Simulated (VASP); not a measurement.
A run of VASP 6.6.1 is set up as follows.

Contents of INCAR:

```
ALGO = Normal
EDIFF = 1E-6
ENCUT = 520
GGA = CA
ISIF = 2
ISMEAR = 0
LASPH = True
LCHARG = False
LREAL = False
LWAVE = False
NBANDS = 30
NELM = 80
PREC = Accurate
SIGMA = 0.15
```

Contents of KPOINTS:

```
k-points
0
Gamma
  14 14 14
```

The input POSCAR:

```
Cu3O2
1.0
   -1.9745500000      1.9745500000      3.5884925292
    1.9745500000     -1.9745500000      3.5884925292
    1.9745500000      1.9745500000     -3.5884925292
Cu O
3 2
Direct
    0.2500000000      0.7500000000      0.5000000000
    0.7500000000      0.2500000000      0.5000000000
    0.0000000000      0.0000000000      0.0000000000
    0.0000000000      0.5000000000      0.5000000000
    0.5000000000      0.0000000000      0.5000000000
```

Potentials or basis: VASP PAW LDA potentials, release 64 (Cu, O).

Run with:

```sh
$ cat potpaw_LDA.64/Cu/POTCAR potpaw_LDA.64/O/POTCAR > POTCAR
$ mpirun -np 1 vasp_std > vasp.out
```

(1) Estimate the pressure.

(2) Predict the band gap on the k mesh.

Answers

(1) -1.0 GPa.

(2) zero (an odd number of electrons rules out a gap without spin polarisation).
